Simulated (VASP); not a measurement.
Ta2W, 3 atoms in the cell. The structure is tetragonal, space group I4/mmm (No. 139). Conventional cell: a = 3.236 Å, b = 3.236 Å, c = 9.709 Å, α = 90.00°, β = 90.00°, γ = 90.00°. Ta (site symmetry 4mm) has 9 Ta at 2.80 to 3.24 Å and 5 W at 2.80 to 3.24 Å within 3.7 Å. W (site symmetry 4/mmm) has 10 Ta at 2.80 to 3.24 Å and 4 W at 3.24 Å within 3.7 Å. 

| Quantity | Value |
| --- | --- |
| Program | VASP 6.6.1 |
| Task | single point |
| Functional | PBE |
| Potentials or basis | VASP PAW PBE potentials, release 64 (Ta_pv, W_sv) |
| Cutoff | 520 eV |
| k mesh | 8 × 8 × 8 |
| Occupations | gaussian, width 0.1 eV |
| Spin | no spin polarisation |
| Dipole correction | no |
| Further INCAR settings | ALGO = Normal; EDIFF = 1e-06; NBANDS = 25 |

Potentials or basis: VASP PAW PBE potentials, release 64 (Ta_pv, W_sv).

Launch:

```sh
$ cat potpaw_PBE.64/Ta_pv/POTCAR potpaw_PBE.64/W_sv/POTCAR > POTCAR
$ mpirun -np 1 vasp_std > vasp.out
```

Hardware: 1 thread of Intel Xeon 6975P-C, with other jobs on the host.

Question: Estimate the wall time of this run.

Answer: Wall time 2.4 min on 1 thread of Intel Xeon 6975P-C, with other jobs on the host, peak memory 0.27 GiB. Counts: scf iterations 14, k points 59.
